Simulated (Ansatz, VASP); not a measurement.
## Ta2F in VASP and in Ansatz

The input INCAR:

```
SYSTEM = Ta2F
  PREC = Accurate
  ENCUT = 520
  EDIFF = 1E-6
  ISMEAR = 0
  SIGMA = 0.2
  LREAL = .False.
  LASPH = .True.
  NELM = 100
  ALGO = Normal
  ISIF = 2
  LWAVE = .False.
  LCHARG = .False.
  GGA = PE
  NBANDS = 70
```

File KPOINTS:

```
Automatic mesh
0
Gamma
  8 8 1
  0 0 0
```

File POSCAR:

```
Ta2F
1.0
   -2.8897147266     -0.0082291174      0.0025607096
   -1.1387741610     -2.6560451953     -0.0018116685
   -0.4933380588     -0.8685226075     26.8743471216
Ta F
8 4
Direct
    0.7382132391      0.7045885248      0.1313227386
    0.7382132391      0.2045885248      0.6313227386
    0.2617867609      0.7954114752      0.3686772614
    0.2617867609      0.2954114752      0.8686772614
    0.2483202893      0.2370956832      0.0439382788
    0.2483202893      0.7370956832      0.5439382788
    0.7516797107      0.2629043168      0.4560617212
    0.7516797107      0.7629043168      0.9560617212
    0.3913429950      0.3431993818      0.1846946928
    0.3913429950      0.8431993818      0.6846946928
    0.6086570050      0.1568006182      0.3153053072
    0.6086570050      0.6568006182      0.8153053072
```

Input for Ansatz:

```yaml
crystal:
  lattice:
    - [-2.8897147266, -0.0082291174, 0.0025607096]
    - [-1.138774161, -2.6560451953, -0.0018116685]
    - [-0.4933380588, -0.8685226075, 26.8743471216]
  atoms:
    - { symbol: Ta, position: [0.7382132391, 0.7045885248, 0.1313227386] }
    - { symbol: Ta, position: [0.7382132391, 0.2045885248, 0.6313227386] }
    - { symbol: Ta, position: [0.2617867609, 0.7954114752, 0.3686772614] }
    - { symbol: Ta, position: [0.2617867609, 0.2954114752, 0.8686772614] }
    - { symbol: Ta, position: [0.2483202893, 0.2370956832, 0.0439382788] }
    - { symbol: Ta, position: [0.2483202893, 0.7370956832, 0.5439382788] }
    - { symbol: Ta, position: [0.7516797107, 0.2629043168, 0.4560617212] }
    - { symbol: Ta, position: [0.7516797107, 0.7629043168, 0.9560617212] }
    - { symbol: F, position: [0.391342995, 0.3431993818, 0.1846946928] }
    - { symbol: F, position: [0.391342995, 0.8431993818, 0.6846946928] }
    - { symbol: F, position: [0.608657005, 0.1568006182, 0.3153053072] }
    - { symbol: F, position: [0.608657005, 0.6568006182, 0.8153053072] }
basis:
  ecutwfc: 420
kpoints:
  mp_grid: { grid: [8, 8, 1] }
hamiltonian:
  xc: pbe
scf:
  occupations: { method: gaussian, width: 0.2 }
  lower_state_search: "off"
output:
  forces: true
  stress: true
  eigenvalues: true
```

Alike in both runs: task single point; functional PBE; k mesh 8 × 8 × 1; occupations gaussian, width 0.2 eV; no spin polarisation.

```csv
,VASP,Ansatz
version,VASP 6.6.1,Ansatz 0.2.0
potentials or method,"VASP PAW PBE potentials, release 64 (Ta_pv, F), cutoff 520 eV","scalar-relativistic, plane waves, PAW"
valence electrons in the cell,116,132
```

|  | VASP | Ansatz | Ansatz less VASP |
| --- | --- | --- | --- |
| gap on the k mesh at the Fermi level (eV) | none | none | - |
| pressure (GPa) | 0.2 | 0.1 | -0.11 |
| traceless stress, the component that is largest in VASP (GPa) | -0.57 | -0.60 | -0.026 |
| rms of the force components (eV/Å) | 0.035 | 0.028 | -0.0071 |

Atom by atom the forces differ by 0.018 eV/Å (rms over components). A gap of «none» marks a metal or a gap that the smearing closes. VASP's potentials hold 116 valence electrons a cell and Ansatz's 132, so a difference there can come from the potentials and not from the codes.

Neither program's run includes spin-orbit coupling.
